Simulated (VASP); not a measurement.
# Ga in VASP: a series of runs

Runs on Ga. Level: PBEsol. Tasks: single point.

Program: VASP 6.6.1. These are calculated values, not measurements. Logs are shortened: lines on timing, memory, paths and dates and some standing lists are left out, and cuts for length are marked.

## Step 1: The cell of the first run

It takes space group Cmce (No. 64, orthorhombic). Conventional cell: a = 4.375 Å, b = 7.415 Å, c = 4.517 Å, α = 90.00°, β = 90.00°, γ = 90.00°. Ga (site symmetry m) has 7 Ga at 2.37 to 2.72 Å within 3.1 Å.

## Step 2: Single point, PBEsol (equal xx and yy strain of -3 %)

Contents of INCAR:

```
PREC = Accurate
ENCUT = 520
EDIFF = 1E-6
ISMEAR = -1
SIGMA = 0.05
LREAL = F
LASPH = T
NELM = 60
ALGO = Normal
ISIF = 2
LWAVE = F
LCHARG = F
GGA = PS
NBANDS = 34
```

Contents of KPOINTS:

```
Automatic mesh
0
Gamma
  9 9 8
```

Contents of POSCAR:

```
Ga
1.0
    2.1876895000     -3.7077280000      0.0000000000
    2.1876895000      3.7077280000      0.0000000000
    0.0000000000      0.0000000000      4.5167000000
Ga
4
Direct
    0.1525000000      0.8475000000      0.0785000000
    0.6525000000      0.3475000000      0.4215000000
    0.8475000000      0.1525000000      0.9215000000
    0.3475000000      0.6525000000      0.5785000000
```

Potentials or basis: VASP PAW PBE potentials, release 64 (Ga_d).

Started as:

```bash
> cat potpaw_PBE.64/Ga_d/POTCAR > POTCAR
> mpirun -np 1 vasp_std > vasp.out
```

OUTCAR:

```text
PREC = Accurate
   ENCUT = 520
   EDIFF = 1E-6
   ISMEAR = -1
   LREAL = F
   LASPH = T
   NELM = 60
   ISIF = 2
   GGA = PS

 ion  position               nearest neighbor table
   1  0.153  0.847  0.078-   3 2.37   2 2.68   2 2.68   4 2.68   4 2.68   3 2.72   3 2.72
   2  0.653  0.347  0.422-   4 2.37   1 2.68   1 2.68   3 2.68   3 2.68   4 2.72   4 2.72
   3  0.847  0.153  0.922-   1 2.37   4 2.68   4 2.68   2 2.68   2 2.68   1 2.72   1 2.72
   4  0.347  0.653  0.578-   2 2.37   3 2.68   3 2.68   1 2.68   1 2.68   2 2.72   2 2.72

  LATTYP: Found a base centered orthorhombic cell.
 ALAT       =     4.3753790000
 B/A-ratio  =     1.6948145521
 C/A-ratio  =     1.0322991448

  Lattice vectors:

 A1 = (   2.1876895000,  -3.7077280000,   0.0000000000)
 A2 = (   2.1876895000,   3.7077280000,   0.0000000000)
 A3 = (   0.0000000000,   0.0000000000,   4.5167000000)

Analysis of symmetry for initial positions (statically):
=====================================================================
 Subroutine PRICEL returns:
 Original cell was already a primitive cell.

 Routine SETGRP: Setting up the symmetry group for a
 base centered orthorhombic supercell.

 Subroutine GETGRP returns: Found  8 space group operations
 (whereof  4 operations were pure point group operations)
 out of a pool of  8 trial point group operations.

The static configuration has the point symmetry C_2h.
 The point group associated with its full space group is D_2h.

Analysis of symmetry for dynamics (positions and initial velocities):
=====================================================================
 Subroutine PRICEL returns:
 Original cell was already a primitive cell.

 Routine SETGRP: Setting up the symmetry group for a
 base centered orthorhombic supercell.

 Subroutine GETGRP returns: Found  8 space group operations
 (whereof  4 operations were pure point group operations)
 out of a pool of  8 trial point group operations.

The dynamic configuration has the point symmetry C_2h.
 The point group associated with its full space group is D_2h.

 Subroutine INISYM returns: Found  8 space group operations
 (whereof  4 operations are pure point group operations),
 and found     1 'primitive' translations

----------------------------------------------------------------------------------------

                                     Primitive cell

  volume of cell :      73.2731

  direct lattice vectors                    reciprocal lattice vectors
     2.187689500 -3.707728000  0.000000000     0.228551629 -0.134853474  0.000000000
     2.187689500  3.707728000  0.000000000     0.228551629  0.134853474  0.000000000
     0.000000000  0.000000000  4.516700000     0.000000000  0.000000000  0.221400580

  length of vectors
     4.305024073  4.305024073  4.516700000     0.265370131  0.265370131  0.221400580

  position of ions in fractional coordinates (direct lattice)
     0.152500000  0.847500000  0.078500000
     0.652500000  0.347500000  0.421500000
     0.847500000  0.152500000  0.921500000
     0.347500000  0.652500000  0.578500000

  ion indices of the primitive-cell ions
   primitive index   ion index
                 1           1
                 2           2
                 3           3
                 4           4

----------------------------------------------------------------------------------------

 KPOINTS: Automatic mesh

Automatic generation of k-mesh.
 Grid dimensions read from file:
 generate k-points for:    9    9    8

 Generating k-lattice:

  Cartesian coordinates                     Fractional coordinates (reciprocal lattice)
     0.025394625 -0.014983719  0.000000000     0.111111111  0.000000000  0.000000000
     0.025394625  0.014983719  0.000000000     0.000000000  0.111111111  0.000000000
     0.000000000  0.000000000  0.027675073     0.000000000  0.000000000  0.125000000

  Length of vectors
     0.029485570  0.029485570  0.027675073

  Shift w.r.t. Gamma in fractional coordinates (k-lattice)
     0.000000000  0.000000000  0.000000000

 Subroutine IBZKPT returns following result:
 ===========================================

 Found    125 irreducible k-points:

 Following reciprocal coordinates:
            Coordinates               Weight
  0.000000  0.000000  0.000000      1.000000
  0.111111  0.000000  0.000000      4.000000
  0.222222  0.000000  0.000000      4.000000
  0.333333 -0.000000  0.000000      4.000000
  0.444444  0.000000  0.000000      4.000000
  0.111111  0.111111  0.000000      2.000000
[... 16 lines left out ...]
 -0.333333  0.333333  0.000000      2.000000
  0.444444  0.444444  0.000000      2.000000
 [... further k-points ...]
   k-points           NKPTS =    125   k-points in BZ     NKDIM =    125   number of bands    NBANDS=     34
   number of dos      NEDOS =    301   number of ions     NIONS =      4
   total plane-waves  NPLWV =  36864
   dimension x,y,z NGX =    32 NGY =   32 NGZ =   36
   dimension x,y,z NGXF=    64 NGYF=   64 NGZF=   72
   ions per type =               4
   NGX,Y,Z   is equivalent  to a cutoff of  12.36, 12.36, 13.25 a.u.
   NGXF,Y,Z  is equivalent  to a cutoff of  24.71, 24.71, 26.50 a.u.
 SYSTEM =  unknown system
   PREC   = accura    normal or accurate (medium, high low for compatibility)
   ISTART =      0    job   : 0-new  1-cont  2-samecut
   ICHARG =      2    charge: 1-file 2-atom 10-const
   ISPIN  =      1    spin polarized calculation?
   LNONCOLLINEAR =      F non collinear calculations
   LSORBIT =      F    spin-orbit coupling
   LASPH  =      T    aspherical Exc in radial PAW
   ENCUT  =  520.0 eV  38.22 Ry    6.18 a.u.   8.00  8.00  8.40*2*pi/ulx,y,z
   NELM   =     60;   NELMIN=  2; NELMDL= -5     # of ELM steps
   EDIFF  = 0.1E-05   stopping-criterion for ELM
   LREAL  =      F    real-space projection
   EDIFFG = 0.1E-04   stopping-criterion for IOM
   NSW    =      0    number of steps for IOM
   IBRION =     -1    ionic relax: 0-MD 1-quasi-New 2-CG
   NFREE  =      0    steps in history (QN), initial steepest desc. (CG)
   ISIF   =      2    stress and relaxation
   ISYM   =      2    0-nonsym 1-usesym 2-fastsym
   POTIM  = 0.5000    time-step for ionic-motion
   TEBEG  =    0.0;   TEEND  =   0.0 temperature during run
   PSTRESS=    0.0 pullay stress
   NELECT =      52.0000    total number of electrons
   NUPDOWN=      -1.0000    fix difference up-down
   EMIN   =  10.00;   EMAX   =-10.00  energy-range for DOS
   EFERMI =   0.00;   METHOD = LEGACY
   ISMEAR =    -1;   SIGMA  =   0.05  broadening in eV -4-tet -1-fermi 0-gaus
   EFERMI_NEDOS =   21; number of points for ismear=-14 and -15
   IALGO  =     38    algorithm
   IMIX   =      4    mixing-type and parameters
     AMIX     =   0.40;   BMIX     =  1.00
     AMIX_MAG =   1.60;   BMIX_MAG =  1.00
  volume/ion in A,a.u.               =      18.32       123.62
  Fermi-wavevector in a.u.,A,eV,Ry     =   1.460252  2.759475 29.012174  2.132335
  Thomas-Fermi vector in A             =   2.576723
   LORBIT       =      0    0 simple, 1 ext, 2 COOP (PROOUT), +10 PAW based schemes
   GGA     = PS    functional components
   LHFCALC =     F    Hartree Fock is set to
   AEXX    =    0.0000 exact exchange contribution
   IVDW    =     0    specifies the selected vdW correction
   LEPSILON=     F    determine dielectric tensor
   LRPA    =     F    only Hartree local field effects (RPA)
 non-spin polarized calculation
  energy-cutoff  :      520.00
  volume of cell :       73.27
 maximum number of plane-waves:      1996
   NGX = 17   NGY = 17   NGZ = 17

 number of electron      52.0000013 magnetization

 Free energy of the ion-electron system (eV)
  ---------------------------------------------------
  ext. energy  EPLUGINS =         0.00000000
  ---------------------------------------------------
  free energy    TOTEN  =       -13.32681815 eV

  energy without entropy =      -13.31974567  energy(sigma->0) =      -13.32328191

 E-fermi :   5.5066     XC(G=0): -11.1422

 val. band max:        5.5054573558   @ k =   0.4444   0.4444   0.1250
 cond. band min:       5.5530958937   @ k =   0.4444   0.4444   0.3750
 fundamental gap:      0.0476385379
 Fermi energy:         5.5066318700

 k-point     1 :       0.0000    0.0000    0.0000
  band No.  band energies     occupation
      1      -9.7216      2.00000
      2      -9.7211      2.00000
      3      -9.7199      2.00000
      4      -9.6989      2.00000
      5      -9.6324      2.00000
      6      -9.5883      2.00000
[... 26 lines left out ...]
     33      12.4909      0.00000
     34      13.0441      0.00000

 k-point     2 :       0.1111    0.0000    0.0000
  band No.  band energies     occupation
      1      -9.7301      2.00000
      2      -9.7180      2.00000
      3      -9.7151      2.00000
      4      -9.7019      2.00000
      5      -9.6204      2.00000
      6      -9.5847      2.00000
[... 26 lines left out ...]
     33      12.3995      0.00000
     34      13.2850      0.00000

 k-point     3 :       0.2222    0.0000    0.0000
  band No.  band energies     occupation
      1      -9.7360      2.00000
      2      -9.7225      2.00000
      3      -9.7157      2.00000
      4      -9.6915      2.00000
      5      -9.6063      2.00000
      6      -9.5663      2.00000
[... 26 lines left out ...]
     33      11.7604      0.00000
     34      12.8500      0.00000

 k-point     4 :       0.3333   -0.0000    0.0000
  band No.  band energies     occupation
      1      -9.7418      2.00000
      2      -9.7334      2.00000
      3      -9.7047      2.00000
      4      -9.6663      2.00000
      5      -9.6168      2.00000
      6      -9.6025      2.00000
[... 26 lines left out ...]
     33      11.5222      0.00000
     34      12.8886      0.00000

 k-point     5 :       0.4444    0.0000    0.0000
  band No.  band energies     occupation
      1      -9.7452      2.00000
      2      -9.7418      2.00000
      3      -9.6752      2.00000
      4      -9.6455      2.00000
      5      -9.6355      2.00000
      6      -9.6307      2.00000
[... 621 lines left out ...]
 k-point    22 :      -0.4444    0.3333    0.0000
  band No.  band energies     occupation
      1      -9.8225      2.00000
      2      -9.7418      2.00000
      3      -9.6937      2.00000
      4      -9.6832      2.00000
      5      -9.6381      2.00000
      6      -9.6029      2.00000
[... 26 lines left out ...]
     33      12.2708      0.00000
     34      14.5802      0.00000

 k-point    23 :      -0.3333    0.3333    0.0000
  band No.  band energies     occupation
      1      -9.8098      2.00000
      2      -9.7476      2.00000
      3      -9.6912      2.00000
      4      -9.6657      2.00000
      5      -9.6337      2.00000
      6      -9.6318      2.00000
[... 26 lines left out ...]
     33      11.4730      0.00000
     34      13.2793      0.00000

 k-point    24 :       0.4444    0.4444    0.0000
  band No.  band energies     occupation
      1      -9.8350      2.00000
      2      -9.7261      2.00000
      3      -9.7207      2.00000
      4      -9.6790      2.00000
      5      -9.6554      2.00000
      6      -9.5787      2.00000
[... 26 lines left out ...]
     33      12.6714      0.00000
     34      13.8760      0.00000

 [... further k-points ...]
[... 5 lines left out ...]
  --------------------------------------------------------------------------------------
  -------------------------------------------------------------------------------------
  Total        0.6887800      3.1893768      0.1724722      0.0000000      0.0000000      0.0000000
  in kB       15.0607404     69.7383427      3.7712458      0.0000000      0.0000000      0.0000000
  external PRESSURE =      29.5234430 kB  Pullay stress =       0.0000000 kB

 VOLUME and BASIS-vectors are now :
 -----------------------------------------------------------------------------
  energy-cutoff  :      520.00
  volume of cell :       73.27
      direct lattice vectors                 reciprocal lattice vectors
     2.187689500 -3.707728000  0.000000000     0.228551629 -0.134853474  0.000000000
     2.187689500  3.707728000  0.000000000     0.228551629  0.134853474  0.000000000
     0.000000000  0.000000000  4.516700000     0.000000000  0.000000000  0.221400580

 POSITION                                       TOTAL-FORCE (eV/Angst)
 -----------------------------------------------------------------------------------
      2.18769      2.57687      0.35456         0.000000     -0.583065      0.182224
      2.18769     -1.13086      1.90379         0.000000     -0.583065     -0.182224
      2.18769     -2.57687      4.16214         0.000000      0.583065     -0.182224
      2.18769      1.13086      2.61291         0.000000      0.583065      0.182224
 -----------------------------------------------------------------------------------
    total drift:                               -0.000000     -0.000000     -0.000000

  FREE ENERGIE OF THE ION-ELECTRON SYSTEM (eV)
  ---------------------------------------------------
  free  energy   TOTEN  =       -13.3268181468 eV

  energy  without entropy=      -13.3197456664  energy(sigma->0) =      -13.32328191
```

Run time: 2.5 min. Hardware: 1 thread of Intel Xeon Platinum 8488C (Sapphire Rapids), shared host; peak memory 0.33 GiB.

What came out:

| Item | Value |
| --- | --- |
| Free energy | -13.3268 eV |
| Pressure | 3.0 GPa |
| Largest force | 0.611 eV/Å |
| Band gap on the k mesh | zero (bands 26 and 27 overlap by 1.31 eV) |

Forces on the atoms (eV/Å):
```
Ga   0.000 -0.583  0.182
Ga   0.000 -0.583 -0.182
Ga   0.000  0.583 -0.182
Ga   0.000  0.583  0.182
```

Caveat: the cell differs from its parent crystal (equal xx and yy strain of -3 %); the PAW data sets were made with another functional, which shifts forces and pressure a little.

## Step 3: Single point, PBEsol (equal xx and yy strain of -1 %)

Contents of INCAR:

```
SYSTEM = Ga
  PREC = Accurate
  ENCUT = 520
  EDIFF = 1E-7
  ISMEAR = -1
  SIGMA = 0.05
  LREAL = .False.
  LASPH = .True.
  NELM = 100
  ALGO = Normal
  ISIF = 2
  LWAVE = .False.
  LCHARG = .False.
  GGA = PS
  NBANDS = 34
```

Contents of KPOINTS:

```
Automatic mesh
0
Gamma
  9 9 8
  0 0 0
```

Changes to POSCAR since step 2:

```diff
@@ -2,4 +2,4 @@
 1.0
-    2.1876895000     -3.7077280000      0.0000000000
-    2.1876895000      3.7077280000      0.0000000000
+    2.2327965000     -3.7841760000      0.0000000000
+    2.2327965000      3.7841760000      0.0000000000
     0.0000000000      0.0000000000      4.5167000000
```

Potentials or basis: VASP PAW PBE potentials, release 64 (Ga_d).

Started as:

```bash
> cat potpaw_PBE.64/Ga_d/POTCAR > POTCAR
> mpirun -np 1 vasp_std > vasp.out
```

Run time: 3.2 min. Hardware: 1 thread of Intel Xeon Platinum 8488C (Sapphire Rapids), shared host; peak memory 0.36 GiB.

Results (log left out):

| Quantity | Value |
| --- | --- |
| Free energy | -13.3722 eV |
| Pressure | 0.0 GPa |
| Largest force | 0.482 eV/Å |
| Band gap on the k mesh | zero (bands 26 and 27 overlap by 1.26 eV) |

Forces in eV/Å, atoms in the order of the input:
```
Ga   0.000 -0.463  0.135
Ga   0.000 -0.463 -0.135
Ga   0.000  0.463 -0.135
Ga   0.000  0.463  0.135
```

Stress tensor (GPa, compression positive):
```
-0.95  0.00  0.00
 0.00  2.23  0.00
 0.00  0.00 -1.18
```

Levels at points of the mesh, in eV from the Fermi level:
| k point | band 24 | band 25 | band 26 | band 27 | band 28 | band 29 |
| --- | --- | --- | --- | --- | --- | --- |
| (0.00, 0.00, 0.00) | -1.57 | -1.54 | -0.86 | 0.92 | 0.98 | 1.06 |
| (0.00, 0.00, 0.50) | -0.09 | 0.09 | 0.09 | 0.13 | 0.13 | 2.20 |

Caveat: the cell differs from its parent crystal (equal xx and yy strain of -1 %); the PAW data sets were made with another functional, which shifts forces and pressure a little.

(Part 1 of 3 ends here.)
